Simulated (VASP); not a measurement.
Here is a VASP 6.6.1 calculation.

Contents of INCAR:

```
SYSTEM = PbSe2
ALGO     = Normal         ! electronic algorithm
EDIFF    = 1E-7           ! SCF threshold, eV
ENCUT    = 520            ! plane-wave cutoff, eV
GGA      = PS             ! functional
ISIF     = 2              ! what is computed and relaxed
ISMEAR   = -1             ! smearing method
LASPH    = .TRUE.         ! aspherical terms in the spheres
LCHARG   = .TRUE.         ! write CHGCAR
LELF     = .TRUE.         ! ELF
LREAL    = .FALSE.        ! projectors in reciprocal space
LVHAR    = .TRUE.       
LWAVE    = .FALSE.        ! write WAVECAR
NBANDS   = 35             ! bands
NELM     = 60             ! most SCF steps
PREC     = Accurate       ! precision mode
SIGMA    = 0.05           ! smearing width, eV
```

File KPOINTS:

```
k-points
0
G
  6 6 6
  0 0 0
```

Contents of POSCAR:

```
PbSe2
1.0
   -3.1899155909      3.1899155909      3.8585333048
    3.1899155909     -3.1899155909      3.8585333048
    3.1899155909      3.1899155909     -3.8585333048
Pb Se
2 4
Direct
    0.7500000000      0.7500000000      0.0000000000
    0.2500000000      0.2500000000      0.0000000000
    0.1323831291      0.3676168709      0.5000000000
    0.8676168709      0.6323831291      0.5000000000
    0.3676168709      0.8676168709      0.2352337418
    0.6323831291      0.1323831291      0.7647662582
```

Potentials or basis: VASP PAW PBE potentials, release 64 (Pb_d, Se).

Run with:

```console
$ cat potpaw_PBE.64/Pb_d/POTCAR potpaw_PBE.64/Se/POTCAR > POTCAR
$ mpirun -np 1 vasp_std > vasp.out
```

Q: Estimate the pressure.

A: 0.1 GPa.

Q: What does it give for the largest force?

A: 0.032 eV/Å.

Q: What does it give for the band gap on the k mesh?

A: Zero (band 26 reaches 5.21 eV, above the bottom of band 27 at 5.02 eV).

Stress tensor (GPa, compression positive):
```
 0.09  0.00  0.00
 0.00  0.09  0.00
 0.00  0.00 -0.01
```

Caveat: the PAW data sets were made with another functional, which shifts forces and pressure a little; spin-orbit coupling is left out, which moves the levels of the heavy elements.
